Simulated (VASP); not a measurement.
# Fe (Im-3m) in VASP: further runs, part 2 of 2

VASP 6.6.1. Earlier steps stand in the parts before.

**5. Single point, PBE, collinear spin, ferromagnetic start (volume scaled by 0.94)**

The input, INCAR:

```
SYSTEM = Fe
PREC = Accurate
ENCUT = 520
EDIFF = 1E-6
ISMEAR = 0
SIGMA = 0.1
LREAL = .False.
LASPH = .True.
NELM = 150
ALGO = Normal
ISIF = 2
LWAVE = .False.
LCHARG = .False.
ISPIN = 2
MAGMOM = 2.44
LORBIT = 11
LMAXMIX = 4
GGA = PE
NBANDS = 14
```

The input, KPOINTS:

```
Automatic mesh
0
Gamma
  20 20 20
  0 0 0
```

The input, POSCAR:

```
Fe
1.0
   -1.3868880673      1.3868880673      1.3868880673
    1.3868880673     -1.3868880673      1.3868880673
    1.3868880673      1.3868880673     -1.3868880673
Fe
1
Direct
    0.0000000000      0.0000000000      0.0000000000
```

Potentials or basis: VASP PAW PBE potentials, release 64 (Fe).

Started as:

```sh
> cat potpaw_PBE.64/Fe/POTCAR > POTCAR
> mpirun -np 1 vasp_std > vasp.out
```

OUTCAR:

```text
SYSTEM = Fe
   PREC = Accurate
   ENCUT = 520
   EDIFF = 1E-6
   ISMEAR = 0
   LREAL = .False.
   LASPH = .True.
   NELM = 150
   ISIF = 2
   ISPIN = 2
   LORBIT = 11
   GGA = PE

 ion  position               nearest neighbor table
   1  0.000  0.000  0.000-

  LATTYP: Found a body centered cubic cell.
 ALAT       =     2.7737761346

  Lattice vectors:

 A1 = (  -1.3868880673,   1.3868880673,   1.3868880673)
 A2 = (   1.3868880673,  -1.3868880673,   1.3868880673)
 A3 = (   1.3868880673,   1.3868880673,  -1.3868880673)

Analysis of symmetry for initial positions (statically):
=====================================================================
 Subroutine PRICEL returns:
 Original cell was already a primitive cell.

 Routine SETGRP: Setting up the symmetry group for a
 body centered cubic supercell.

 Subroutine GETGRP returns: Found 48 space group operations
 (whereof 48 operations were pure point group operations)
 out of a pool of 48 trial point group operations.

The static configuration has the point symmetry O_h .

Analysis of symmetry for dynamics (positions and initial velocities):
=====================================================================
 Subroutine PRICEL returns:
 Original cell was already a primitive cell.

 Routine SETGRP: Setting up the symmetry group for a
 body centered cubic supercell.

 Subroutine GETGRP returns: Found 48 space group operations
 (whereof 48 operations were pure point group operations)
 out of a pool of 48 trial point group operations.

The dynamic configuration has the point symmetry O_h .

Analysis of structural, dynamic, and magnetic symmetry:
=====================================================================
 Subroutine PRICEL returns:
 Original cell was already a primitive cell.

 Routine SETGRP: Setting up the symmetry group for a
 body centered cubic supercell.

 Subroutine GETGRP returns: Found 48 space group operations
 (whereof 48 operations were pure point group operations)
 out of a pool of 48 trial point group operations.

The overall configuration has the point symmetry O_h .

 Subroutine INISYM returns: Found 48 space group operations
 (whereof 48 operations are pure point group operations),
 and found     1 'primitive' translations

----------------------------------------------------------------------------------------

                                     Primitive cell

  volume of cell :      10.6705

  direct lattice vectors                    reciprocal lattice vectors
    -1.386888067  1.386888067  1.386888067     0.000000000  0.360519361  0.360519361
     1.386888067 -1.386888067  1.386888067     0.360519361  0.000000000  0.360519361
     1.386888067  1.386888067 -1.386888067     0.360519361  0.360519361  0.000000000

  length of vectors
     2.402160597  2.402160597  2.402160597     0.509851370  0.509851370  0.509851370

  position of ions in fractional coordinates (direct lattice)
     0.000000000  0.000000000  0.000000000

  ion indices of the primitive-cell ions
   primitive index   ion index
                 1           1

----------------------------------------------------------------------------------------

 KPOINTS: Automatic mesh

Automatic generation of k-mesh.
 Grid dimensions read from file:
 generate k-points for:   20   20   20

 Generating k-lattice:

  Cartesian coordinates                     Fractional coordinates (reciprocal lattice)
[... 65 lines left out ...]
   NFREE  =      0    steps in history (QN), initial steepest desc. (CG)
   ISIF   =      2    stress and relaxation
   ISYM   =      2    0-nonsym 1-usesym 2-fastsym
   POTIM  = 0.5000    time-step for ionic-motion
   TEBEG  =    0.0;   TEEND  =   0.0 temperature during run
   PSTRESS=    0.0 pullay stress
   NELECT =       8.0000    total number of electrons
   NUPDOWN=      -1.0000    fix difference up-down
   EMIN   =  10.00;   EMAX   =-10.00  energy-range for DOS
   EFERMI =   0.00;   METHOD = LEGACY
   ISMEAR =     0;   SIGMA  =   0.10  broadening in eV -4-tet -1-fermi 0-gaus
   EFERMI_NEDOS =   21; number of points for ismear=-14 and -15
   IALGO  =     38    algorithm
   IMIX   =      4    mixing-type and parameters
     AMIX     =   0.40;   BMIX     =  1.00
     AMIX_MAG =   1.60;   BMIX_MAG =  1.00
  volume/ion in A,a.u.               =      10.67        72.01
  Fermi-wavevector in a.u.,A,eV,Ry     =   1.487225  2.810448 30.093896  2.211839
  Thomas-Fermi vector in A             =   2.600413
   LORBIT       =     11    0 simple, 1 ext, 2 COOP (PROOUT), +10 PAW based schemes
   GGA     = PE    functional components
   LHFCALC =     F    Hartree Fock is set to
   AEXX    =    0.0000 exact exchange contribution
   IVDW    =     0    specifies the selected vdW correction
   LEPSILON=     F    determine dielectric tensor
   LRPA    =     F    only Hartree local field effects (RPA)
 spin polarized calculation
 Gauss-broadening in eV      SIGMA  =   0.10
  energy-cutoff  :      520.00
  volume of cell :       10.67
 maximum number of plane-waves:       321
 NGX is ok and might be reduce to    18
   NGX =  9   NGY =  9   NGZ =  9

 number of electron       7.9999999 magnetization       2.0748481

 Free energy of the ion-electron system (eV)
  ---------------------------------------------------
  ext. energy  EPLUGINS =         0.00000000
  ---------------------------------------------------
  free energy    TOTEN  =        -8.21928655 eV

  energy without entropy =       -8.21549430  energy(sigma->0) =       -8.21739043

 E-fermi :   6.5120     XC(G=0): -13.4784

 val. band max:        6.4957287274   @ k =  -0.4500   0.4500   0.0500
 cond. band min:       6.5156042982   @ k =  -0.4000   0.4000   0.2500
 fundamental gap:      0.0198755708
 Fermi energy:         6.5120138886

 spin component 1

 k-point     1 :       0.0000    0.0000    0.0000
  band No.  band energies     occupation
      1      -2.3185      1.00000
      2       4.0815      1.00000
      3       4.0815      1.00000
      4       4.0815      1.00000
      5       5.4077      1.00000
      6       5.4077      1.00000
      7      32.1246      0.00000
      8      32.1246      0.00000
      9      32.1246      0.00000
     10      37.6259      0.00000
     11      37.6260      0.00000
     12      40.3175      0.00000
     13      40.3175      0.00000
     14      40.3176      0.00000
[... 379 lines left out ...]
      3       3.7861      1.00000
      4       5.2250      1.00000
      5       5.6329      1.00000
      6       6.2892      0.99919
      7      20.8543      0.00000
      8      25.3756      0.00000
      9      29.1718      0.00000
     10      32.4865      0.00000
     11      37.2423      0.00000
     12      38.7222      0.00000
     13      44.5126      0.00000
     14      46.7704      0.00000

 [... further k-points ...]

 spin component 2

 k-point     1 :       0.0000    0.0000    0.0000
  band No.  band energies     occupation
      1      -2.1362      1.00000
      2       5.8568      1.00000
      3       5.8570      1.00000
      4       5.8570      1.00000
      5       8.0784      0.00000
      6       8.0785      0.00000
      7      31.9121      0.00000
      8      31.9121      0.00000
      9      31.9121      0.00000
     10      37.8661      0.00000
     11      37.8662      0.00000
     12      40.9510      0.00000
     13      40.9510      0.00000
     14      40.9510      0.00000
[... 379 lines left out ...]
      3       5.2869      1.00000
      4       7.6373      0.00000
      5       8.0980      0.00000
      6       8.3670      0.00000
      7      21.5975      0.00000
      8      25.7690      0.00000
      9      29.7391      0.00000
     10      32.7189      0.00000
     11      37.7317      0.00000
     12      39.0776      0.00000
     13      44.7578      0.00000
     14      47.2368      0.00000

 [... further k-points ...]
[... 5 lines left out ...]
  --------------------------------------------------------------------------------------
  -------------------------------------------------------------------------------------
  Total        0.8965137      0.8965137      0.8965137      0.0000000     -0.0000000      0.0000000
  in kB      134.6118435    134.6118435    134.6118435      0.0000000     -0.0000000      0.0000000
  external PRESSURE =     134.6118435 kB  Pullay stress =       0.0000000 kB

 VOLUME and BASIS-vectors are now :
 -----------------------------------------------------------------------------
  energy-cutoff  :      520.00
  volume of cell :       10.67
      direct lattice vectors                 reciprocal lattice vectors
    -1.386888067  1.386888067  1.386888067     0.000000000  0.360519361  0.360519361
     1.386888067 -1.386888067  1.386888067     0.360519361  0.000000000  0.360519361
     1.386888067  1.386888067 -1.386888067     0.360519361  0.360519361  0.000000000

 POSITION                                       TOTAL-FORCE (eV/Angst)
 -----------------------------------------------------------------------------------
      0.00000      0.00000      0.00000        -0.000000     -0.000000     -0.000000
 -----------------------------------------------------------------------------------
    total drift:                                0.000000     -0.000000      0.000000

  FREE ENERGIE OF THE ION-ELECTRON SYSTEM (eV)
  ---------------------------------------------------
  free  energy   TOTEN  =        -8.2192865520 eV

  energy  without entropy=       -8.2154943001  energy(sigma->0) =       -8.21739043

 total charge

# of ion       s       p       d       tot
------------------------------------------
    1        0.516   0.601   6.289   7.406

 magnetization (x)

# of ion       s       p       d       tot
------------------------------------------
    1       -0.012  -0.055   2.128   2.061
```

OSZICAR:

```text
N       E                     dE             d eps       ncg     rms          rms(c)
DAV:   1     0.215121727554E+02    0.21512E+02   -0.38425E+03 15782   0.707E+02
DAV:   2    -0.832792766975E+01   -0.29840E+02   -0.27640E+02 15728   0.130E+02
DAV:   3    -0.919898013847E+01   -0.87105E+00   -0.86303E+00 17428   0.228E+01
DAV:   4    -0.920168278536E+01   -0.27026E-02   -0.27024E-02 16706   0.115E+00
DAV:   5    -0.920169485849E+01   -0.12073E-04   -0.12073E-04 17510   0.776E-02    0.122E+01
DAV:   6    -0.828372295024E+01    0.91797E+00   -0.89867E+00 18620   0.356E+01    0.476E+00
DAV:   7    -0.823565196338E+01    0.48071E-01   -0.42019E-01 17648   0.752E+00    0.315E+00
DAV:   8    -0.822698030389E+01    0.86717E-02   -0.59712E-03 17010   0.447E-01    0.144E+00
DAV:   9    -0.821925334774E+01    0.77270E-02   -0.57564E-03 19212   0.363E-01    0.283E-01
DAV:  10    -0.821928650495E+01   -0.33157E-04   -0.80691E-04 16406   0.227E-01    0.948E-02
DAV:  11    -0.821928692845E+01   -0.42350E-06   -0.41877E-05 16790   0.675E-02    0.312E-02
DAV:  12    -0.821928655205E+01    0.37641E-06   -0.34351E-06 16964   0.216E-02
   1 F= -.82192866E+01 E0= -.82173904E+01  d E =-.379225E-02  mag=     2.0753
```

stdout:

```text
POSCAR found type information on POSCAR Fe
 POSCAR found :  1 types and       1 ions
 scaLAPACK will be used
 LDA part: xc-table for (Slater+PW92), standard interpolation
 POSCAR, INCAR and KPOINTS ok, starting setup
 FFT: planning ... GRIDC
 FFT: planning ... GRID_SOFT
 FFT: planning ... GRID
 WAVECAR not read
 entering main loop
```

Run time: 2.9 min. Hardware: 1 thread of AMD EPYC 7R13, shared host; peak memory 0.14 GiB.

What came out:

```
Free energy                                           : -8.2193 eV
Pressure                                              : 13.5 GPa
Net moment                                            : 2.07 μB per cell
Site moments                                          : Fe +2.06 μB
Valence electrons inside the program's atomic spheres : Fe 7.41
```

Levels at points of the mesh, in eV from the Fermi level:
Spin up:
```
           k point  band 2  band 3  band 4  band 5  band 6  band 7  band 8  band 9
(0.00, 0.00, 0.00)   -2.43   -2.43   -2.43   -1.10   -1.10   25.61   25.61   25.61
(0.50, 0.00, 0.00)   -3.63   -1.02   -0.89    0.48    0.53    7.93   18.87   21.22
(0.50, 0.50, 0.50)   -5.25    0.23    0.23    0.23   10.38   10.38   10.38   16.29
```
Spin down:
| k point | band 1 | band 2 | band 3 | band 4 | band 5 | band 6 | band 7 | band 8 |
| --- | --- | --- | --- | --- | --- | --- | --- | --- |
| (0.00, 0.00, 0.00) | -8.65 | -0.66 | -0.66 | -0.66 | 1.57 | 1.57 | 25.40 | 25.40 |
| (0.50, 0.00, 0.00) | -4.07 | -2.04 | 0.62 | 1.42 | 1.85 | 2.60 | 9.24 | 18.95 |
| (0.50, 0.50, 0.50) | -3.50 | -3.50 | 2.27 | 2.27 | 2.27 | 10.65 | 10.65 | 10.65 |

**6. Overview**

| cell | gap on the mesh (eV) | pressure (GPa) | moment (μB) |
| --- | --- | --- | --- |
| a = 2.452 Å, angles 109.5°, 1 atom | none | -0.1 | 2.19 |
| a = 2.350 Å, angles 109.5°, 1 atom | none | 33.4 | 1.99 |
| a = 2.376 Å, angles 109.5°, 1 atom | none | 22.8 | 2.04 |
| a = 2.402 Å, angles 109.5°, 1 atom | none | 13.5 | 2.07 |

Alike in all rows: task single point; level PBE; potentials or basis VASP PAW PBE potentials, release 64 (Fe); spin collinear, ferromagnetic start; k mesh 20 × 20 × 20; cutoff (eV) 520; smearing gaussian 0.1 eV.

Total energies depend on the potentials used, so only differences within one code and one set of settings carry meaning.
